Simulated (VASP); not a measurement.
# Sn (Fd-3m) in VASP: notebook

Sn is run at these levels: RPBE, BLYP; tasks: single point.

Program: VASP 6.6.1. These are calculated values, not measurements. Logs are shortened: lines on timing, memory, paths and dates and some standing lists are left out, and cuts for length are marked.

## (1) The cell of the first run

It takes space group Fd-3m (No. 227, cubic). The conventional cell has a = 6.467 Å, b = 6.467 Å, c = 6.467 Å, α = 90.00°, β = 90.00°, γ = 90.00°. Sn (site symmetry -43m) has 4 Sn at 2.80 Å within 3.7 Å.

## (2) Single point, RPBE

INCAR reads:

```
SYSTEM = Sn
PREC     = Accurate       ! precision mode
ENCUT    = 520            ! plane-wave cutoff, eV
EDIFF    = 1E-6           ! SCF threshold, eV
ISMEAR   = -1             ! smearing method
SIGMA    = 0.1            ! smearing width, eV
LREAL    = .FALSE.        ! projectors in reciprocal space
LASPH    = .TRUE.         ! aspherical terms in the spheres
NELM     = 60             ! most SCF steps
ALGO     = Normal         ! electronic algorithm
ISIF     = 2              ! what is computed and relaxed
LWAVE    = .FALSE.        ! write WAVECAR
LCHARG   = .FALSE.        ! write CHGCAR
GGA      = RP             ! functional
NBANDS   = 21             ! bands
```

KPOINTS reads:

```
regular mesh
0
G
  9 9 9
  0 0 0
```

POSCAR reads:

```
Sn
1.0
    0.0000000000      3.2333428000      3.2333428000
    3.2333428000      0.0000000000      3.2333428000
    3.2333428000      3.2333428000      0.0000000000
Sn
2
Direct
    0.0000000000      0.0000000000      0.0000000000
    0.2500000000      0.2500000000      0.2500000000
```

Potentials or basis: VASP PAW PBE potentials, release 64 (Sn_d).

On the command line:

```
$ cat potpaw_PBE.64/Sn_d/POTCAR > POTCAR
$ mpirun -np 1 vasp_std > vasp.out
```

OUTCAR:

```text
SYSTEM = Sn
   PREC = Accurate
   ENCUT = 520
   EDIFF = 1E-6
   ISMEAR = -1
   LREAL = .FALSE.
   LASPH = .TRUE.
   NELM = 60
   ISIF = 2
   GGA = RP

 ion  position               nearest neighbor table
   1  0.000  0.000  0.000-   2 2.80   2 2.80   2 2.80   2 2.80
   2  0.250  0.250  0.250-   1 2.80   1 2.80   1 2.80   1 2.80

  LATTYP: Found a face centered cubic cell.
 ALAT       =     6.4666856000

  Lattice vectors:

 A1 = (   0.0000000000,   3.2333428000,   3.2333428000)
 A2 = (   3.2333428000,   0.0000000000,   3.2333428000)
 A3 = (   3.2333428000,   3.2333428000,   0.0000000000)

Analysis of symmetry for initial positions (statically):
=====================================================================
 Subroutine PRICEL returns:
 Original cell was already a primitive cell.

 Routine SETGRP: Setting up the symmetry group for a
 face centered cubic supercell.

 Subroutine GETGRP returns: Found 48 space group operations
 (whereof 24 operations were pure point group operations)
 out of a pool of 48 trial point group operations.

The static configuration has the point symmetry T_d .
 The point group associated with its full space group is O_h .

Analysis of symmetry for dynamics (positions and initial velocities):
=====================================================================
 Subroutine PRICEL returns:
 Original cell was already a primitive cell.

 Routine SETGRP: Setting up the symmetry group for a
 face centered cubic supercell.

 Subroutine GETGRP returns: Found 48 space group operations
 (whereof 24 operations were pure point group operations)
 out of a pool of 48 trial point group operations.

The dynamic configuration has the point symmetry T_d .
 The point group associated with its full space group is O_h .

 Subroutine INISYM returns: Found 48 space group operations
 (whereof 24 operations are pure point group operations),
 and found     1 'primitive' translations

----------------------------------------------------------------------------------------

                                     Primitive cell

  volume of cell :      67.6060

  direct lattice vectors                    reciprocal lattice vectors
     0.000000000  3.233342800  3.233342800    -0.154638723  0.154638723  0.154638723
     3.233342800  0.000000000  3.233342800     0.154638723 -0.154638723  0.154638723
     3.233342800  3.233342800  0.000000000     0.154638723  0.154638723 -0.154638723

  length of vectors
     4.572637240  4.572637240  4.572637240     0.267842124  0.267842124  0.267842124

  position of ions in fractional coordinates (direct lattice)
     0.000000000  0.000000000  0.000000000
     0.250000000  0.250000000  0.250000000

  ion indices of the primitive-cell ions
   primitive index   ion index
                 1           1
                 2           2

----------------------------------------------------------------------------------------

 KPOINTS: regular mesh

Automatic generation of k-mesh.
 Grid dimensions read from file:
 generate k-points for:    9    9    9

 Generating k-lattice:

  Cartesian coordinates                     Fractional coordinates (reciprocal lattice)
    -0.017182080  0.017182080  0.017182080     0.111111111  0.000000000  0.000000000
     0.017182080 -0.017182080  0.017182080     0.000000000  0.111111111  0.000000000
     0.017182080  0.017182080 -0.017182080     0.000000000  0.000000000  0.111111111

  Length of vectors
     0.029760236  0.029760236  0.029760236

  Shift w.r.t. Gamma in fractional coordinates (k-lattice)
     0.000000000  0.000000000  0.000000000

 Subroutine IBZKPT returns following result:
 ===========================================

 Found     35 irreducible k-points:

 Following reciprocal coordinates:
            Coordinates               Weight
  0.000000  0.000000  0.000000      1.000000
  0.111111  0.000000  0.000000      8.000000
  0.222222  0.000000  0.000000      8.000000
  0.333333  0.000000  0.000000      8.000000
  0.444444  0.000000  0.000000      8.000000
  0.111111  0.111111  0.000000      6.000000
[... 16 lines left out ...]
 -0.333333  0.333333  0.000000     12.000000
  0.444444  0.444444  0.000000      6.000000
 [... further k-points ...]
   k-points           NKPTS =     35   k-points in BZ     NKDIM =     35   number of bands    NBANDS=     21
   number of dos      NEDOS =    301   number of ions     NIONS =      2
   total plane-waves  NPLWV =  46656
   dimension x,y,z NGX =    36 NGY =   36 NGZ =   36
   dimension x,y,z NGXF=    72 NGYF=   72 NGZF=   72
   ions per type =               2
   NGX,Y,Z   is equivalent  to a cutoff of  13.09, 13.09, 13.09 a.u.
   NGXF,Y,Z  is equivalent  to a cutoff of  26.18, 26.18, 26.18 a.u.
 SYSTEM =  Sn
   PREC   = accura    normal or accurate (medium, high low for compatibility)
   ISTART =      0    job   : 0-new  1-cont  2-samecut
   ICHARG =      2    charge: 1-file 2-atom 10-const
   ISPIN  =      1    spin polarized calculation?
   LNONCOLLINEAR =      F non collinear calculations
   LSORBIT =      F    spin-orbit coupling
   LASPH  =      T    aspherical Exc in radial PAW
   ENCUT  =  520.0 eV  38.22 Ry    6.18 a.u.   8.50  8.50  8.50*2*pi/ulx,y,z
   NELM   =     60;   NELMIN=  2; NELMDL= -5     # of ELM steps
   EDIFF  = 0.1E-05   stopping-criterion for ELM
   LREAL  =      F    real-space projection
   EDIFFG = 0.1E-04   stopping-criterion for IOM
   NSW    =      0    number of steps for IOM
   IBRION =     -1    ionic relax: 0-MD 1-quasi-New 2-CG
   NFREE  =      0    steps in history (QN), initial steepest desc. (CG)
   ISIF   =      2    stress and relaxation
   ISYM   =      2    0-nonsym 1-usesym 2-fastsym
   POTIM  = 0.5000    time-step for ionic-motion
   TEBEG  =    0.0;   TEEND  =   0.0 temperature during run
   PSTRESS=    0.0 pullay stress
   NELECT =      28.0000    total number of electrons
   NUPDOWN=      -1.0000    fix difference up-down
   EMIN   =  10.00;   EMAX   =-10.00  energy-range for DOS
   EFERMI =   0.00;   METHOD = LEGACY
   ISMEAR =    -1;   SIGMA  =   0.10  broadening in eV -4-tet -1-fermi 0-gaus
   EFERMI_NEDOS =   21; number of points for ismear=-14 and -15
   IALGO  =     38    algorithm
   IMIX   =      4    mixing-type and parameters
     AMIX     =   0.40;   BMIX     =  1.00
     AMIX_MAG =   1.60;   BMIX_MAG =  1.00
  volume/ion in A,a.u.               =      33.80       228.11
  Fermi-wavevector in a.u.,A,eV,Ry     =   1.220298  2.306028 20.260793  1.489126
  Thomas-Fermi vector in A             =   2.355520
   LORBIT       =      0    0 simple, 1 ext, 2 COOP (PROOUT), +10 PAW based schemes
   GGA     = RP    functional components
   LHFCALC =     F    Hartree Fock is set to
   AEXX    =    0.0000 exact exchange contribution
   IVDW    =     0    specifies the selected vdW correction
   LEPSILON=     F    determine dielectric tensor
   LRPA    =     F    only Hartree local field effects (RPA)
 non-spin polarized calculation
  energy-cutoff  :      520.00
  volume of cell :       67.61
 maximum number of plane-waves:      1853
 NGX is ok and might be reduce to    36
   NGX = 17   NGY = 17   NGZ = 17

 number of electron      28.0000008 magnetization

 Free energy of the ion-electron system (eV)
  ---------------------------------------------------
  ext. energy  EPLUGINS =         0.00000000
  ---------------------------------------------------
  free energy    TOTEN  =        -6.91230533 eV

  energy without entropy =       -6.90649911  energy(sigma->0) =       -6.90940222

 E-fermi :   5.9200     XC(G=0):  -8.7568

 val. band max:        5.7212367747   @ k =   0.1111   0.0000   0.0000
 cond. band min:       5.9585535961   @ k =   0.0000   0.0000   0.0000
 fundamental gap:      0.2373168214
 Fermi energy:         5.9200123443

 k-point     1 :       0.0000    0.0000    0.0000
  band No.  band energies     occupation
      1     -15.8744      2.00000
      2     -15.8744      2.00000
      3     -15.8744      2.00000
      4     -15.8145      2.00000
      5     -15.8145      2.00000
      6     -15.4975      2.00000
[... 13 lines left out ...]
     20      13.8287      0.00000
     21      13.8287      0.00000

 k-point     2 :       0.1111    0.0000    0.0000
  band No.  band energies     occupation
      1     -15.8837      2.00000
      2     -15.8837      2.00000
      3     -15.8714      2.00000
      4     -15.8015      2.00000
      5     -15.8015      2.00000
      6     -15.5171      2.00000
[... 13 lines left out ...]
     20      13.0737      0.00000
     21      13.0737      0.00000

 k-point     3 :       0.2222    0.0000    0.0000
  band No.  band energies     occupation
      1     -15.8978      2.00000
      2     -15.8978      2.00000
      3     -15.8635      2.00000
      4     -15.7788      2.00000
      5     -15.7788      2.00000
      6     -15.5381      2.00000
[... 13 lines left out ...]
     20      12.7412      0.00000
     21      12.7412      0.00000

 k-point     4 :       0.3333    0.0000    0.0000
  band No.  band energies     occupation
      1     -15.9071      2.00000
      2     -15.9071      2.00000
      3     -15.8543      2.00000
      4     -15.7614      2.00000
      5     -15.7614      2.00000
      6     -15.5521      2.00000
[... 13 lines left out ...]
     20      13.2438      0.00000
     21      13.2438      0.00000

 k-point     5 :       0.4444    0.0000    0.0000
  band No.  band energies     occupation
      1     -15.9111      2.00000
      2     -15.9111      2.00000
      3     -15.8480      2.00000
      4     -15.7533      2.00000
      5     -15.7533      2.00000
      6     -15.5579      2.00000
[... 13 lines left out ...]
     20      14.3646      0.00000
     21      14.3646      0.00000
[... 382 lines left out ...]
     20      15.4637      0.00000
     21      15.6753      0.00000

 k-point    22 :      -0.4444    0.3333    0.0000
  band No.  band energies     occupation
      1     -15.9462      2.00000
      2     -15.9261      2.00000
      3     -15.7965      2.00000
      4     -15.7063      2.00000
      5     -15.6818      2.00000
      6     -15.6422      2.00000
[... 13 lines left out ...]
     20      14.4925      0.00000
     21      16.3810      0.00000

 k-point    23 :      -0.3333    0.3333    0.0000
  band No.  band energies     occupation
      1     -15.9509      2.00000
      2     -15.9271      2.00000
      3     -15.7890      2.00000
      4     -15.6868      2.00000
      5     -15.6787      2.00000
      6     -15.6568      2.00000
[... 13 lines left out ...]
     20      13.2833      0.00000
     21      16.6725      0.00000

 k-point    24 :       0.4444    0.4444    0.0000
  band No.  band energies     occupation
      1     -15.9255      2.00000
      2     -15.9255      2.00000
      3     -15.8180      2.00000
      4     -15.7576      2.00000
      5     -15.6775      2.00000
      6     -15.6208      2.00000
[... 13 lines left out ...]
     20      15.9877      0.00000
     21      16.0480      0.00000

 [... further k-points ...]

------------------------ aborting loop because EDIFF is reached ----------------------------------------

  FORCE on cell =-STRESS in cart. coord.  units (eV):
  Direction    XX          YY          ZZ          XY          YZ          ZX
  --------------------------------------------------------------------------------------
  -------------------------------------------------------------------------------------
  Total        2.1879496      2.1879496      2.1879496     -0.0000000      0.0000000      0.0000000
  in kB       51.8516574     51.8516574     51.8516574     -0.0000000      0.0000000      0.0000000
  external PRESSURE =      51.8516574 kB  Pullay stress =       0.0000000 kB

 VOLUME and BASIS-vectors are now :
 -----------------------------------------------------------------------------
  energy-cutoff  :      520.00
  volume of cell :       67.61
      direct lattice vectors                 reciprocal lattice vectors
     0.000000000  3.233342800  3.233342800    -0.154638723  0.154638723  0.154638723
     3.233342800  0.000000000  3.233342800     0.154638723 -0.154638723  0.154638723
     3.233342800  3.233342800  0.000000000     0.154638723  0.154638723 -0.154638723

 POSITION                                       TOTAL-FORCE (eV/Angst)
 -----------------------------------------------------------------------------------
      0.00000      0.00000      0.00000         0.000000      0.000000      0.000000
      1.61667      1.61667      1.61667        -0.000000     -0.000000     -0.000000
 -----------------------------------------------------------------------------------
    total drift:                                0.000000      0.000000      0.000000

  FREE ENERGIE OF THE ION-ELECTRON SYSTEM (eV)
  ---------------------------------------------------
  free  energy   TOTEN  =        -6.9123053348 eV

  energy  without entropy=       -6.9064991116  energy(sigma->0) =       -6.90940222
```

Run time: 2 min. Hardware: 1 thread of AMD EPYC 7R13, shared host; peak memory 0.18 GiB.

What came out:

| Quantity | Value |
| --- | --- |
| Free energy | -6.9123 eV |
| Pressure | 5.2 GPa |
| Band gap on the k mesh | zero (filled and empty bands touch) |

Levels at points of the mesh, in eV from the Fermi level:
| k point | band 12 | band 13 | band 14 | band 15 | band 16 | band 17 |
| --- | --- | --- | --- | --- | --- | --- |
| (0.00, 0.00, 0.00) | -0.53 | 0.04 | 0.04 | 0.04 | 2.12 | 2.12 |

Caveat: the PAW data sets were made with another functional, which shifts forces and pressure a little; spin-orbit coupling is left out, which moves the levels of the heavy elements.

## (3) Single point, BLYP

INCAR reads:

```
SYSTEM = Sn
AGGAC = 1.0
AGGAX = 1.0
ALDAC = 0.0
ALDAX = 1.0
ALGO = Normal
EDIFF = 1E-6
ENCUT = 520
GGA = B5
ISIF = 2
ISMEAR = -1
LASPH = .True.
LCHARG = .False.
LREAL = .False.
LWAVE = .False.
NBANDS = 21
NELM = 100
PREC = Accurate
SIGMA = 0.1
```

KPOINTS reads:

```
k-points
0
Gamma
  9 9 9
  0 0 0
```

POSCAR is that of step 2.

Potentials or basis: VASP PAW PBE potentials, release 64 (Sn_d).

On the command line:

```
$ cat potpaw_PBE.64/Sn_d/POTCAR > POTCAR
$ mpirun -np 1 vasp_std > vasp.out
```

It took 2.1 min on 1 thread of AMD EPYC 7R13, shared host; peak memory 0.19 GiB.

The run converged. Its results:

* Free energy: -6.2606 eV
* Pressure: 6.5 GPa
* Band gap on the k mesh: zero (band 14 reaches 6.28 eV, above the bottom of band 15 at 6.21 eV)

Levels at points of the mesh, in eV from the Fermi level:
```
           k point  band 11  band 12  band 13  band 14  band 15  band 16  band 17  band 18
(0.00, 0.00, 0.00)   -10.71    -0.75     0.08     0.08     0.08     2.16     2.16     2.16
```

Caveat: the PAW data sets were made with another functional, which shifts forces and pressure a little; spin-orbit coupling is left out, which moves the levels of the heavy elements.
